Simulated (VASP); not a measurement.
# KF (Fm-3m) in VASP: a series of runs, part 2 of 2

VASP 6.6.1.

**3. Single point, r2SCAN**

The input, POSCAR:

```
KF
1.0
    0.0000000000      2.6589614660      2.6589614660
    2.6589614660      0.0000000000      2.6589614660
    2.6589614660      2.6589614660      0.0000000000
K F
1 1
Direct
    0.0000000000      0.0000000000      0.0000000000
    0.5000000000      0.5000000000      0.5000000000
```

The input, INCAR.step1:

```
SYSTEM = KF
ALGO     = Normal         ! electronic algorithm
EDIFF    = 1E-4           ! SCF threshold, eV
ENCUT    = 520            ! plane-wave cutoff, eV
GGA      = PE             ! functional
ISMEAR   = 0              ! smearing method
LASPH    = .True.         ! aspherical terms in the spheres
LCHARG   = .False.        ! write CHGCAR
LREAL    = .False.        ! projectors in reciprocal space
LWAVE    = .True.         ! write WAVECAR
NBANDS   = 15             ! bands
NELM     = 80             ! most SCF steps
PREC     = Accurate       ! precision mode
SIGMA    = 0.01           ! smearing width, eV
```

The input, INCAR.step2:

```
SYSTEM = KF
ALGO     = Normal         ! electronic algorithm
EDIFF    = 1E-7           ! SCF threshold, eV
ENCUT    = 520            ! plane-wave cutoff, eV
ISIF     = 2              ! what is computed and relaxed
ISMEAR   = 0              ! smearing method
ISTART   = 1            
LASPH    = .True.         ! aspherical terms in the spheres
LCHARG   = .False.        ! write CHGCAR
LMIXTAU  = .True.       
LREAL    = .False.        ! projectors in reciprocal space
LWAVE    = .False.        ! write WAVECAR
METAGGA  = R2SCAN         ! meta-GGA
NBANDS   = 15             ! bands
NELM     = 80             ! most SCF steps
PREC     = Accurate       ! precision mode
SIGMA    = 0.01           ! smearing width, eV
```

The input, KPOINTS:

```
k-points
0
Gamma
  8 8 8
  0 0 0
```

Potentials or basis: VASP PAW PBE potentials, release 64 (K_sv, F).

Run with:

```console
$ cat potpaw_PBE.64/K_sv/POTCAR potpaw_PBE.64/F/POTCAR > POTCAR
$ cp INCAR.step1 INCAR
$ mpirun -np 1 vasp_std > vasp.out
$ cp INCAR.step2 INCAR
$ mpirun -np 1 vasp_std > vasp.out
```

Run time: 72 s. Hardware: 1 thread of Intel Xeon Platinum 8488C (Sapphire Rapids), shared host; peak memory 0.17 GiB.

It converged, with:

```
Free energy            : -14.9729 eV
Pressure               : 0.0 GPa
Band gap on the k mesh : 6.91 eV, direct
```

Levels at points of the mesh, in eV from the valence-band top:
| k point | band 4 | band 5 | band 6 | band 7 | band 8 | band 9 | band 10 | band 11 | band 12 | band 13 |
| --- | --- | --- | --- | --- | --- | --- | --- | --- | --- | --- |
| (0.00, 0.00, 0.00) | -9.56 | -9.56 | 0.00 | 0.00 | 0.00 | 6.91 | 11.49 | 11.49 | 11.49 | 13.37 |
| (0.50, 0.00, 0.00) | -9.59 | -9.59 | -0.78 | -0.35 | -0.35 | 9.74 | 11.36 | 12.99 | 12.99 | 15.38 |
| (0.50, 0.50, 0.00) | -9.78 | -9.78 | -0.20 | -0.05 | -0.05 | 8.78 | 11.31 | 12.54 | 14.71 | 15.22 |

Caveat: the PAW data sets were made with another functional, which shifts forces and pressure a little.

**4. Relaxation of cell and atoms, PBE**

This run uses another cell than the first one, of 18.70 Å³/atom, 0.995 times its volume.

The input, INCAR:

```
SYSTEM = KF
PREC = Accurate
ENCUT = 600
EDIFF = 1E-7
ISMEAR = -1
SIGMA = 0.02
LREAL = .FALSE.
LASPH = .TRUE.
NELM = 60
ALGO = Normal
ISIF = 3
LWAVE = .FALSE.
LCHARG = .FALSE.
GGA = PE
IBRION = 2
NSW = 80
EDIFFG = -0.005
```

The input, KPOINTS:

```
regular mesh
0
G
  8 8 8
  0 0 0
```

The input, POSCAR:

```
KF
1.0
    0.0000000000      2.6544134050      2.6544134050
    2.6544134050      0.0000000000      2.6544134050
    2.6544134050      2.6544134050      0.0000000000
K F
1 1
Direct
    0.0000000000      0.0000000000      0.0000000000
    0.5000000000      0.5000000000      0.5000000000
```

Run with:

```console
$ cat potpaw_PBE.64/K_sv/POTCAR potpaw_PBE.64/F/POTCAR > POTCAR
$ mpirun -np 1 vasp_std > vasp.out
```

Run time: 45 s. Hardware: 1 thread of Intel Xeon Platinum 8488C (Sapphire Rapids), shared host; peak memory 0.18 GiB.

Results (log left out):

| Property | Result |
| --- | --- |
| Free energy | -8.2980 eV |
| Relaxed volume | 19.93 Å³/atom |
| Relaxed cell | a = 3.834 Å, b = 3.834 Å, c = 3.834 Å, α = 60.00°, β = 60.00°, γ = 60.00° |
| Space group after relaxing (to 0.05 Å) | Fm-3m (No. 225) |
| Energy gained by relaxing | 7.6 meV/atom |
| Ionic steps | 4 |
| Pressure after relaxing | 0.0 GPa |
| Band gap on the k mesh | 5.94 eV, direct |

The path:
| step | energy change (eV) | largest force (eV/Å) | pressure (GPa) | volume (Å³) |
| --- | --- | --- | --- | --- |
| 1 | 0.0000 | 0.0000 | 2.13 | 37.41 |
| 2 | -0.0125 | 0.0000 | 0.85 | 38.77 |
| 3 | -0.0153 | 0.0000 | -0.04 | 39.91 |
| 4 | -0.0153 | 0.0000 | 0.00 | 39.85 |

Final structure:
```
K F
1.0
     0.00000    2.71103    2.71103
     2.71103    0.00000    2.71103
     2.71103    2.71103    0.00000
K F
1 1
Direct
  0.00000 0.00000 0.00000
  0.50000 0.50000 0.50000
```

Levels at points of the mesh, in eV from the valence-band top:
| k point | band 6 | band 7 | band 8 | band 9 | band 10 | band 11 |
| --- | --- | --- | --- | --- | --- | --- |
| (0.00, 0.00, 0.00) | 0.00 | 0.00 | 0.00 | 5.94 | 10.56 | 10.56 |
| (0.50, 0.00, 0.00) | -0.74 | -0.31 | -0.31 | 8.88 | 10.28 | 11.86 |
| (0.50, 0.50, 0.00) | -0.23 | -0.07 | -0.07 | 8.16 | 10.06 | 11.47 |

A k mesh can miss the band edges.

**5. Relaxation of cell and atoms, PBEsol**

This run uses another cell than the first one, of 19.91 Å³/atom, 1.059 times its volume.

The input, INCAR:

```
SYSTEM = KF
PREC = Accurate ; ENCUT = 600
EDIFF = 1E-6 ; ISMEAR = -1
SIGMA = 0.02 ; LREAL = .False.
LASPH = .True. ; NELM = 80
ALGO = Normal ; ISIF = 3
LWAVE = .False. ; LCHARG = .False.
GGA = PS ; IBRION = 2
NSW = 80 ; EDIFFG = -0.005
```

The input, KPOINTS:

```
regular mesh
0
Gamma
  8 8 8
  0 0 0
```

The input, POSCAR:

```
KF
1.0
    0.0000000000      2.7103322427      2.7103322427
    2.7103322427      0.0000000000      2.7103322427
    2.7103322427      2.7103322427      0.0000000000
K F
1 1
Direct
    0.0000000000      0.0000000000      0.0000000000
    0.5000000000      0.5000000000      0.5000000000
```

Run with:

```console
$ cat potpaw_PBE.64/K_sv/POTCAR potpaw_PBE.64/F/POTCAR > POTCAR
$ mpirun -np 1 vasp_std > vasp.out
```

Wall time 38 s (1 thread of Intel Xeon Platinum 8488C (Sapphire Rapids), shared host); peak memory 0.2 GiB.

The run converged. Its results:

| Property | Result |
| --- | --- |
| Free energy | -8.5252 eV |
| Relaxed volume | 18.68 Å³/atom |
| Relaxed cell | a = 3.753 Å, b = 3.753 Å, c = 3.753 Å, α = 60.00°, β = 60.00°, γ = 60.00° |
| Space group after relaxing (to 0.05 Å) | Fm-3m (No. 225) |
| Energy gained by relaxing | 7.4 meV/atom |
| Ionic steps | 4 |
| Pressure after relaxing | 0.0 GPa |
| Band gap on the k mesh | 6.14 eV, direct |

Step by step:
```tsv
step	energy change (eV)	largest force (eV/Å)	pressure (GPa)	volume (Å³)
1	0.0000	0.0000	-1.80	39.82
2	-0.0111	0.0000	-0.96	38.54
3	-0.0147	0.0000	-0.11	37.50
4	-0.0148	0.0000	0.00	37.37
```

Final structure:
```
CELL_PARAMETERS angstrom
0.00000 2.65351 2.65351
2.65351 0.00000 2.65351
2.65351 2.65351 0.00000
ATOMIC_POSITIONS crystal
K 0.00000 0.00000 0.00000
F 0.50000 0.50000 0.50000
```

Levels at points of the mesh, in eV from the valence-band top:
```csv
k point,band 6,band 7,band 8,band 9,band 10,band 11
"(0.00, 0.00, 0.00)",0.00,0.00,0.00,6.14,10.69,10.69
"(0.50, 0.00, 0.00)",-0.84,-0.37,-0.37,9.06,10.61,12.15
"(0.50, 0.50, 0.00)",-0.20,-0.05,-0.05,8.11,10.35,11.82
```

Caveat: the PAW data sets were made with another functional, which shifts forces and pressure a little. A k mesh can miss the band edges.

**6. Relaxation of cell and atoms, LDA**

This run uses another cell than the first one, of 19.91 Å³/atom, 1.059 times its volume.

The input, INCAR:

```
SYSTEM = KF
PREC = Accurate
ENCUT = 600
EDIFF = 1E-7
ISMEAR = -1
SIGMA = 0.02
LREAL = .False.
LASPH = .True.
NELM = 100
ALGO = Normal
ISIF = 3
LWAVE = .False.
LCHARG = .False.
GGA = CA
IBRION = 2
NSW = 80
EDIFFG = -0.005
```

KPOINTS is that of step 5.

POSCAR is that of step 5.

Potentials or basis: VASP PAW LDA potentials, release 64 (K_sv, F).

Run with:

```console
$ cat potpaw_LDA.64/K_sv/POTCAR potpaw_LDA.64/F/POTCAR > POTCAR
$ mpirun -np 1 vasp_std > vasp.out
```

It took 33 s on 1 thread of Intel Xeon Platinum 8488C (Sapphire Rapids), shared host; peak memory 0.17 GiB.

Results (log left out):

- Free energy: -9.0824 eV
- Relaxed volume: 17.23 Å³/atom
- Relaxed cell: a = 3.653 Å, b = 3.653 Å, c = 3.653 Å, α = 60.00°, β = 60.00°, γ = 60.00°
- Space group after relaxing (to 0.05 Å): Fm-3m (No. 225)
- Energy gained by relaxing: 42.7 meV/atom
- Ionic steps: 4
- Pressure after relaxing: 0.0 GPa
- Band gap on the k mesh: 6.34 eV, direct

The path:
| step | energy change (eV) | largest force (eV/Å) | pressure (GPa) | volume (Å³) |
| --- | --- | --- | --- | --- |
| 1 | 0.0000 | 0.0000 | -4.42 | 39.82 |
| 2 | -0.0675 | 0.0000 | -2.40 | 36.74 |
| 3 | -0.0852 | 0.0000 | -0.29 | 34.72 |
| 4 | -0.0854 | 0.0000 | 0.04 | 34.46 |

Final structure:
```
K F
1.0
     0.00000    2.58283    2.58283
     2.58283    0.00000    2.58283
     2.58283    2.58283    0.00000
K F
1 1
Cartesian
  0.0000 2.5828 2.5828
  2.5828 2.5828 2.5828
```

Levels at points of the mesh, in eV from the valence-band top:
| k point | band 5 | band 6 | band 7 | band 8 | band 9 | band 10 | band 11 | band 12 |
| --- | --- | --- | --- | --- | --- | --- | --- | --- |
| (0.00, 0.00, 0.00) | -8.76 | 0.00 | 0.00 | 0.00 | 6.34 | 10.78 | 10.78 | 10.78 |
| (0.50, 0.00, 0.00) | -8.80 | -0.97 | -0.46 | -0.46 | 9.20 | 10.99 | 12.45 | 12.45 |
| (0.50, 0.50, 0.00) | -9.07 | -0.14 | -0.02 | -0.02 | 7.95 | 10.70 | 12.22 | 14.13 |

A k mesh can miss the band edges.

**7. Overview**

| task | level | potentials or basis | cell | cutoff (eV) | smearing | gap on the mesh (eV) | pressure (GPa) | relaxed volume (Å³/atom) |
| --- | --- | --- | --- | --- | --- | --- | --- | --- |
| single point | r2SCAN | VASP PAW PBE potentials, release 64 (K_sv, F) | a = 3.760 Å, angles 60.0°, 2 atoms | 520 | fermi-dirac 0.02 eV | 6.91 | 0.0 | - |
| single point | r2SCAN | VASP PAW PBE potentials, release 64 (K_sv, F) | a = 3.760 Å, angles 60.0°, 2 atoms | 520 | gaussian 0.01 eV | 6.91 | 0.0 | - |
| relaxation of cell and atoms | PBE | VASP PAW PBE potentials, release 64 (K_sv, F) | relaxed from a = 3.754 Å, angles 60.0°, 2 atoms | 600 | fermi-dirac 0.02 eV | 5.94 | 0.0 | 19.93 |
| relaxation of cell and atoms | PBEsol | VASP PAW PBE potentials, release 64 (K_sv, F) | relaxed from a = 3.833 Å, angles 60.0°, 2 atoms | 600 | fermi-dirac 0.02 eV | 6.14 | 0.0 | 18.68 |
| relaxation of cell and atoms | LDA | VASP PAW LDA potentials, release 64 (K_sv, F) | relaxed from a = 3.833 Å, angles 60.0°, 2 atoms | 600 | fermi-dirac 0.02 eV | 6.34 | 0.0 | 17.23 |

Alike in all rows: no spin polarisation; k mesh 8 × 8 × 8.

Caveats: the PAW data sets were made with another functional, which shifts forces and pressure a little (some runs).

Absolute energies hang on the potentials; compare differences alone.
